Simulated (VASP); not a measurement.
A run of VASP 6.6.1:

The input INCAR:

```
ALGO     = Fast           # electronic algorithm
EDIFF    = 1E-6           # SCF threshold, eV
ENCUT    = 520            # plane-wave cutoff, eV
GGA      = CA             # functional
ISIF     = 2              # what is computed and relaxed
ISMEAR   = 0              # smearing method
LASPH    = True           # aspherical terms in the spheres
LCHARG   = False          # write CHGCAR
LREAL    = False          # projectors in reciprocal space
LWAVE    = False          # write WAVECAR
NBANDS   = 13             # bands
NELM     = 60             # most SCF steps
PREC     = Accurate       # precision mode
SIGMA    = 0.15           # smearing width, eV
```

KPOINTS

```
k-points
0
Gamma
  20 20 20
```

Contents of POSCAR:

```
Mo
1.0
   -1.2937845173      1.7604896880      1.6127775015
    1.2937845173     -1.7604896880      1.6127775015
    1.2937845173      1.7604896880     -1.6127775015
Mo
1
Direct
    0.0000000000      0.0000000000      0.0000000000
```

Potentials or basis: VASP PAW LDA potentials, release 64 (Mo_sv).

The run is started by

```console
$ cat potpaw_LDA.64/Mo_sv/POTCAR > POTCAR
$ mpirun -np 1 vasp_std > vasp.out
```

Hardware: 1 thread of Intel Xeon 8259CL, with other jobs on the host.

Q: Estimate the wall time of this run.

A: It took 2.7 min on 1 thread of Intel Xeon 8259CL, on a shared host, peak memory 0.3 GiB. Counts: scf iterations 12, k points 1166.
